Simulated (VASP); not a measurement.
The system is Ga.

```xyz
2
Lattice="1.4304 -4.0101 0.0000 1.4304 4.0101 0.0000 0.0000 0.0000 3.1272" Properties=species:S:1:pos:R:3 pbc="T T T"
Ga    1.4304    2.9434    2.3454
Ga    1.4304   -2.9434    0.7818
```

Base run:

```yaml
Program: VASP 6.6.1
Functional: PBEsol
Potentials_or_basis: VASP PAW PBE potentials, release 64 (Ga_d)
Cutoff: 520 eV
k_mesh: 10 × 10 × 8
Occupations: fermi-dirac, width 0.05 eV
Spin: no spin polarisation
```

Its results: band gap on the k mesh zero (band 13 reaches 11.15 eV, above the bottom of band 14 at 1.44 eV); pressure 0.1 GPa; largest force 0.226 eV/Å.

**Question.** After a change of settings the same cell gave: band gap on the k mesh zero (band 13 reaches 11.46 eV, above the bottom of band 14 at 1.29 eV); pressure 0.7 GPa; largest force 0.266 eV/Å. Which change was it?
A. functional from PBEsol to PBE; further incar settings from ALGO = Normal; EDIFF = 1e-06; NBANDS = 20 to ALGO = Fast; EDIFF = 1e-06; NBANDS = 20
B. functional from PBEsol to LDA; potentials or basis from VASP PAW PBE potentials, release 64 (Ga_d) to VASP PAW LDA potentials, release 64 (Ga_d)
C. functional from PBEsol to r2SCAN

**Answer.** C.

Caveats: the PAW data sets were made with another functional, which shifts forces and pressure a little.
